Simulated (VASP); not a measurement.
# Ge (Fd-3m) in VASP: single point with LDA

Aim: the single point of Ge with LDA.

Everything below comes from runs of VASP 6.6.1. Logs are shortened: lines on timing, memory, paths and dates and some standing lists are left out, and cuts for length are marked.

### 1 The cell of the first run

Symmetry: Fd-3m, No. 227, cubic system. The conventional cell has a = 5.622 Å, b = 5.622 Å, c = 5.622 Å, α = 90.00°, β = 90.00°, γ = 90.00°. Within 3.2 Å of Ge (site symmetry -43m) lie 4 Ge at 2.43 Å.

### 2 Single point, LDA

Contents of INCAR:

```
SYSTEM = Ge
PREC = Accurate ; ENCUT = 500
EDIFF = 1E-6 ; ISMEAR = 0
SIGMA = 0.1 ; LREAL = .False.
LASPH = .True. ; NELM = 120
ALGO = Normal ; ISIF = 2
LWAVE = .False. ; LCHARG = .False.
NBANDS = 21 ; GGA_COMPAT = .False.
```

Contents of KPOINTS:

```
regular mesh
0
Gamma
  12 12 12
  0 0 0
```

Contents of POSCAR:

```
Ge
1.0
    0.0000000000      2.8107739350      2.8107739350
    2.8107739350      0.0000000000      2.8107739350
    2.8107739350      2.8107739350      0.0000000000
Ge
2
Direct
    0.0000000000      0.0000000000      0.0000000000
    0.2500000000      0.2500000000      0.2500000000
```

Potentials or basis: VASP PAW LDA potentials, release 64 (Ge_d).

On the command line:

```
> cat potpaw_LDA.64/Ge_d/POTCAR > POTCAR
> mpirun -np 1 vasp_std > vasp.out
```

OUTCAR:

```text
SYSTEM = Ge
   PREC = Accurate
   ENCUT = 500
   EDIFF = 1E-6
   ISMEAR = 0
   LREAL = .False.
   LASPH = .True.
   NELM = 120
   ISIF = 2

 ion  position               nearest neighbor table
   1  0.000  0.000  0.000-   2 2.43   2 2.43   2 2.43   2 2.43
   2  0.250  0.250  0.250-   1 2.43   1 2.43   1 2.43   1 2.43

  LATTYP: Found a face centered cubic cell.
 ALAT       =     5.6215478700

  Lattice vectors:

 A1 = (   0.0000000000,   2.8107739350,   2.8107739350)
 A2 = (   2.8107739350,   0.0000000000,   2.8107739350)
 A3 = (   2.8107739350,   2.8107739350,   0.0000000000)

Analysis of symmetry for initial positions (statically):
=====================================================================
 Subroutine PRICEL returns:
 Original cell was already a primitive cell.

 Routine SETGRP: Setting up the symmetry group for a
 face centered cubic supercell.

 Subroutine GETGRP returns: Found 48 space group operations
 (whereof 24 operations were pure point group operations)
 out of a pool of 48 trial point group operations.

The static configuration has the point symmetry T_d .
 The point group associated with its full space group is O_h .

Analysis of symmetry for dynamics (positions and initial velocities):
=====================================================================
 Subroutine PRICEL returns:
 Original cell was already a primitive cell.

 Routine SETGRP: Setting up the symmetry group for a
 face centered cubic supercell.

 Subroutine GETGRP returns: Found 48 space group operations
 (whereof 24 operations were pure point group operations)
 out of a pool of 48 trial point group operations.

The dynamic configuration has the point symmetry T_d .
 The point group associated with its full space group is O_h .

 Subroutine INISYM returns: Found 48 space group operations
 (whereof 24 operations are pure point group operations),
 and found     1 'primitive' translations

----------------------------------------------------------------------------------------

                                     Primitive cell

  volume of cell :      44.4128

  direct lattice vectors                    reciprocal lattice vectors
     0.000000000  2.810773935  2.810773935    -0.177886949  0.177886949  0.177886949
     2.810773935  0.000000000  2.810773935     0.177886949 -0.177886949  0.177886949
     2.810773935  2.810773935  0.000000000     0.177886949  0.177886949 -0.177886949

  length of vectors
     3.975034620  3.975034620  3.975034620     0.308109234  0.308109234  0.308109234

  position of ions in fractional coordinates (direct lattice)
     0.000000000  0.000000000  0.000000000
     0.250000000  0.250000000  0.250000000

  ion indices of the primitive-cell ions
   primitive index   ion index
                 1           1
                 2           2

----------------------------------------------------------------------------------------

 KPOINTS: regular mesh

Automatic generation of k-mesh.
 Grid dimensions read from file:
 generate k-points for:   12   12   12

 Generating k-lattice:

  Cartesian coordinates                     Fractional coordinates (reciprocal lattice)
    -0.014823912  0.014823912  0.014823912     0.083333333  0.000000000  0.000000000
     0.014823912 -0.014823912  0.014823912     0.000000000  0.083333333  0.000000000
     0.014823912  0.014823912 -0.014823912     0.000000000  0.000000000  0.083333333

  Length of vectors
     0.025675769  0.025675769  0.025675769

  Shift w.r.t. Gamma in fractional coordinates (k-lattice)
     0.000000000  0.000000000  0.000000000

 Subroutine IBZKPT returns following result:
 ===========================================

 Found     72 irreducible k-points:

 Following reciprocal coordinates:
            Coordinates               Weight
  0.000000  0.000000  0.000000      1.000000
  0.083333  0.000000  0.000000      8.000000
  0.166667  0.000000  0.000000      8.000000
  0.250000  0.000000  0.000000      8.000000
  0.333333  0.000000  0.000000      8.000000
  0.416667  0.000000  0.000000      8.000000
[... 16 lines left out ...]
  0.500000  0.166667  0.000000     24.000000
 -0.416667  0.166667  0.000000     24.000000
 [... further k-points ...]
   k-points           NKPTS =     72   k-points in BZ     NKDIM =     72   number of bands    NBANDS=     21
   number of dos      NEDOS =    301   number of ions     NIONS =      2
   total plane-waves  NPLWV =  27000
   dimension x,y,z NGX =    30 NGY =   30 NGZ =   30
   dimension x,y,z NGXF=    60 NGYF=   60 NGZF=   60
   ions per type =               2
   NGX,Y,Z   is equivalent  to a cutoff of  12.55, 12.55, 12.55 a.u.
   NGXF,Y,Z  is equivalent  to a cutoff of  25.09, 25.09, 25.09 a.u.
 SYSTEM =  Ge
   PREC   = accura    normal or accurate (medium, high low for compatibility)
   ISTART =      0    job   : 0-new  1-cont  2-samecut
   ICHARG =      2    charge: 1-file 2-atom 10-const
   ISPIN  =      1    spin polarized calculation?
   LNONCOLLINEAR =      F non collinear calculations
   LSORBIT =      F    spin-orbit coupling
   LASPH  =      T    aspherical Exc in radial PAW
   ENCUT  =  500.0 eV  36.75 Ry    6.06 a.u.   7.25  7.25  7.25*2*pi/ulx,y,z
   NELM   =    120;   NELMIN=  2; NELMDL= -5     # of ELM steps
   EDIFF  = 0.1E-05   stopping-criterion for ELM
   LREAL  =      F    real-space projection
   EDIFFG = 0.1E-04   stopping-criterion for IOM
   NSW    =      0    number of steps for IOM
   IBRION =     -1    ionic relax: 0-MD 1-quasi-New 2-CG
   NFREE  =      0    steps in history (QN), initial steepest desc. (CG)
   ISIF   =      2    stress and relaxation
   ISYM   =      2    0-nonsym 1-usesym 2-fastsym
   POTIM  = 0.5000    time-step for ionic-motion
   TEBEG  =    0.0;   TEEND  =   0.0 temperature during run
   PSTRESS=    0.0 pullay stress
   NELECT =      28.0000    total number of electrons
   NUPDOWN=      -1.0000    fix difference up-down
   EMIN   =  10.00;   EMAX   =-10.00  energy-range for DOS
   EFERMI =   0.00;   METHOD = LEGACY
   ISMEAR =     0;   SIGMA  =   0.10  broadening in eV -4-tet -1-fermi 0-gaus
   EFERMI_NEDOS =   21; number of points for ismear=-14 and -15
   IALGO  =     38    algorithm
   IMIX   =      4    mixing-type and parameters
     AMIX     =   0.40;   BMIX     =  1.00
     AMIX_MAG =   1.60;   BMIX_MAG =  1.00
  volume/ion in A,a.u.               =      22.21       149.86
  Fermi-wavevector in a.u.,A,eV,Ry     =   1.403756  2.652714 26.810697  1.970531
  Thomas-Fermi vector in A             =   2.526386
   LORBIT       =      0    0 simple, 1 ext, 2 COOP (PROOUT), +10 PAW based schemes
   GGA     = CA    functional components
   LHFCALC =     F    Hartree Fock is set to
   AEXX    =    0.0000 exact exchange contribution
   IVDW    =     0    specifies the selected vdW correction
   LEPSILON=     F    determine dielectric tensor
   LRPA    =     F    only Hartree local field effects (RPA)
 non-spin polarized calculation
 Gauss-broadening in eV      SIGMA  =   0.10
  energy-cutoff  :      500.00
  volume of cell :       44.41
 maximum number of plane-waves:      1158
 NGX is ok and might be reduce to    30
   NGX = 15   NGY = 15   NGZ = 15

 number of electron      28.0000032 magnetization

 Free energy of the ion-electron system (eV)
  ---------------------------------------------------
  ext. energy  EPLUGINS =         0.00000000
  ---------------------------------------------------
  free energy    TOTEN  =       -10.39085754 eV

  energy without entropy =      -10.39063992  energy(sigma->0) =      -10.39074873

 E-fermi :   4.9463     XC(G=0): -10.3796

 val. band max:        4.9459969612   @ k =   0.0000   0.0000   0.0000
 cond. band min:       5.0386926338   @ k =   0.5000   0.0000   0.0000
 fundamental gap:      0.0926956726
 Fermi energy:         4.9462989913

 k-point     1 :       0.0000    0.0000    0.0000
  band No.  band energies     occupation
      1     -20.0551      2.00000
      2     -20.0551      2.00000
      3     -20.0551      2.00000
      4     -20.0168      2.00000
      5     -20.0168      2.00000
      6     -19.7955      2.00000
[... 13 lines left out ...]
     20      14.5162      0.00000
     21      14.5162      0.00000

 k-point     2 :       0.0833    0.0000    0.0000
  band No.  band energies     occupation
      1     -20.0596      2.00000
      2     -20.0596      2.00000
      3     -20.0539      2.00000
      4     -20.0107      2.00000
      5     -20.0107      2.00000
      6     -19.8024      2.00000
[... 13 lines left out ...]
     20      13.8879      0.00000
     21      13.8879      0.00000

 k-point     3 :       0.1667    0.0000    0.0000
  band No.  band energies     occupation
      1     -20.0676      2.00000
      2     -20.0676      2.00000
      3     -20.0506      2.00000
      4     -19.9985      2.00000
      5     -19.9985      2.00000
      6     -19.8130      2.00000
[... 13 lines left out ...]
     20      13.3023      0.00000
     21      13.3023      0.00000

 k-point     4 :       0.2500    0.0000    0.0000
  band No.  band energies     occupation
      1     -20.0742      2.00000
      2     -20.0742      2.00000
      3     -20.0460      2.00000
      4     -19.9867      2.00000
      5     -19.9867      2.00000
      6     -19.8220      2.00000
[... 13 lines left out ...]
     20      13.2796      0.00000
     21      13.2796      0.00000

 k-point     5 :       0.3333    0.0000    0.0000
  band No.  band energies     occupation
      1     -20.0782      2.00000
      2     -20.0782      2.00000
      3     -20.0414      2.00000
      4     -19.9784      2.00000
      5     -19.9784      2.00000
      6     -19.8278      2.00000
[... 13 lines left out ...]
     20      13.9338      0.00000
     21      13.9338      0.00000

 k-point     6 :       0.4167    0.0000    0.0000
  band No.  band energies     occupation
      1     -20.0802      2.00000
      2     -20.0802      2.00000
      3     -20.0379      2.00000
      4     -19.9741      2.00000
      5     -19.9741      2.00000
      6     -19.8304      2.00000
[... 13 lines left out ...]
     20      15.1126      0.00000
     21      15.1126      0.00000

 k-point     7 :       0.5000    0.0000    0.0000
  band No.  band energies     occupation
      1     -20.0807      2.00000
      2     -20.0807      2.00000
      3     -20.0367      2.00000
      4     -19.9729      2.00000
      5     -19.9729      2.00000
      6     -19.8311      2.00000
[... 13 lines left out ...]
     20      16.0579      0.00000
     21      16.1898      0.00000
[... 291 lines left out ...]
      1     -20.0762      2.00000
      2     -20.0704      2.00000
      3     -20.0562      2.00000
      4     -19.9901      2.00000
      5     -19.9623      2.00000
      6     -19.8650      2.00000
[... 13 lines left out ...]
     20      14.1316      0.00000
     21      14.9738      0.00000

 k-point    21 :       0.3333    0.1667    0.0000
  band No.  band energies     occupation
      1     -20.0864      2.00000
      2     -20.0759      2.00000
      3     -20.0440      2.00000
      4     -19.9786      2.00000
      5     -19.9506      2.00000
      6     -19.8755      2.00000
[... 13 lines left out ...]
     20      14.5772      0.00000
     21      15.2845      0.00000

 k-point    22 :       0.4167    0.1667    0.0000
  band No.  band energies     occupation
      1     -20.0940      2.00000
      2     -20.0806      2.00000
      3     -20.0306      2.00000
      4     -19.9679      2.00000
      5     -19.9461      2.00000
      6     -19.8774      2.00000
[... 13 lines left out ...]
     20      15.1773      0.00000
     21      16.1654      0.00000

 k-point    23 :       0.5000    0.1667    0.0000
  band No.  band energies     occupation
      1     -20.0982      2.00000
      2     -20.0844      2.00000
      3     -20.0192      2.00000
      4     -19.9586      2.00000
      5     -19.9499      2.00000
      6     -19.8700      2.00000
[... 13 lines left out ...]
     20      15.9397      0.00000
     21      16.2210      0.00000

 k-point    24 :      -0.4167    0.1667    0.0000
  band No.  band energies     occupation
      1     -20.0984      2.00000
      2     -20.0870      2.00000
      3     -20.0132      2.00000
      4     -19.9597      2.00000
      5     -19.9519      2.00000
      6     -19.8558      2.00000
[... 13 lines left out ...]
     20      14.6466      0.00000
     21      15.2288      0.00000

 [... further k-points ...]
[... 5 lines left out ...]
  --------------------------------------------------------------------------------------
  -------------------------------------------------------------------------------------
  Total        0.0428542      0.0428542      0.0428542      0.0000000     -0.0000000      0.0000000
  in kB        1.5459544      1.5459544      1.5459544      0.0000000     -0.0000000      0.0000000
  external PRESSURE =       1.5459544 kB  Pullay stress =       0.0000000 kB

 VOLUME and BASIS-vectors are now :
 -----------------------------------------------------------------------------
  energy-cutoff  :      500.00
  volume of cell :       44.41
      direct lattice vectors                 reciprocal lattice vectors
     0.000000000  2.810773935  2.810773935    -0.177886949  0.177886949  0.177886949
     2.810773935  0.000000000  2.810773935     0.177886949 -0.177886949  0.177886949
     2.810773935  2.810773935  0.000000000     0.177886949  0.177886949 -0.177886949

 POSITION                                       TOTAL-FORCE (eV/Angst)
 -----------------------------------------------------------------------------------
      0.00000      0.00000      0.00000        -0.000000     -0.000000     -0.000000
      1.40539      1.40539      1.40539         0.000000      0.000000      0.000000
 -----------------------------------------------------------------------------------
    total drift:                                0.000000     -0.000000      0.000000

  FREE ENERGIE OF THE ION-ELECTRON SYSTEM (eV)
  ---------------------------------------------------
  free  energy   TOTEN  =       -10.3908575353 eV

  energy  without entropy=      -10.3906399154  energy(sigma->0) =      -10.39074873
```

Wall time 51 s (1 thread of Intel Xeon 6975P-C, shared host); peak memory 0.18 GiB.

What came out:

```
Free energy : -10.3909 eV
Pressure    : 0.2 GPa
```

Levels at points of the mesh, in eV from the Fermi level:
| k point | band 12 | band 13 | band 14 | band 15 | band 16 | band 17 |
| --- | --- | --- | --- | --- | --- | --- |
| (0.00, 0.00, 0.00) | -0.03 | -0.03 | -0.03 | 0.00 | 2.50 | 2.50 |
| (0.50, 0.00, 0.00) | -7.76 | -1.47 | -1.47 | 0.09 | 3.70 | 3.70 |
| (0.50, 0.50, 0.00) | -9.03 | -3.18 | -3.18 | 0.61 | 0.61 | 9.54 |
